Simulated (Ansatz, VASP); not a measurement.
**Yb in VASP and in Ansatz**

INCAR

```
PREC = Accurate
ENCUT = 520
EDIFF = 1E-7
ISMEAR = -1
SIGMA = 0.05
LREAL = False
LASPH = True
NELM = 80
ALGO = Normal
ISIF = 2
LWAVE = False
LCHARG = False
GGA = PS
NBANDS = 18
```

Contents of KPOINTS:

```
Automatic mesh
0
Gamma
  13 13 13
```

The input POSCAR:

```
Yb
1.0
    0.0000000000      2.6112793414      2.6112793414
    2.6112793414      0.0000000000      2.6112793414
    2.6112793414      2.6112793414      0.0000000000
Yb
1
Direct
    0.0000000000      0.0000000000      0.0000000000
```

Input for Ansatz:

```yaml
crystal:
  lattice:
    - [0.0, 2.6112793414, 2.6112793414]
    - [2.6112793414, 0.0, 2.6112793414]
    - [2.6112793414, 2.6112793414, 0.0]
  atoms:
    - { symbol: Yb, position: [0.0, 0.0, 0.0] }
kpoints:
  mp_grid: { grid: [13, 13, 13] }
  band_path:
    path:
      - [0.0, 0.0, 0.0]
      - [0.5, 0.0, 0.5]
      - [0.625, 0.25, 0.625]
      - [0.375, 0.375, 0.75]
      - [0.0, 0.0, 0.0]
      - [0.5, 0.5, 0.5]
      - [0.5, 0.25, 0.75]
      - [0.5, 0.0, 0.5]
    npoints: 5
scf:
  occupations: { method: fermi_dirac, width: 0.05 }
hamiltonian:
  xc: pbesol
  pseudopotentials: { kind: all_electron, lapw: { basis_error: 0.00025 } }
output:
  forces: true
  stress: true
  eigenvalues: true
```

Alike in both runs: task single point; functional PBEsol; k mesh 13 × 13 × 13; occupations fermi-dirac, width 0.05 eV; no spin polarisation.

|  | VASP | Ansatz |
| --- | --- | --- |
| version | VASP 6.6.1 | Ansatz 0.2.0 |
| potentials or method | VASP PAW PBE potentials, release 64 (Yb), cutoff 520 eV | all-electron LAPW, scalar-relativistic |

```tsv
	VASP	Ansatz	Ansatz less VASP
pressure (GPa)	-2.0	-1.6	+0.43
```

VASP's potentials were made for PBE, not for PBEsol. Ansatz ran all-electron here, and VASP with PAW potentials.

Spin-orbit coupling is off throughout.
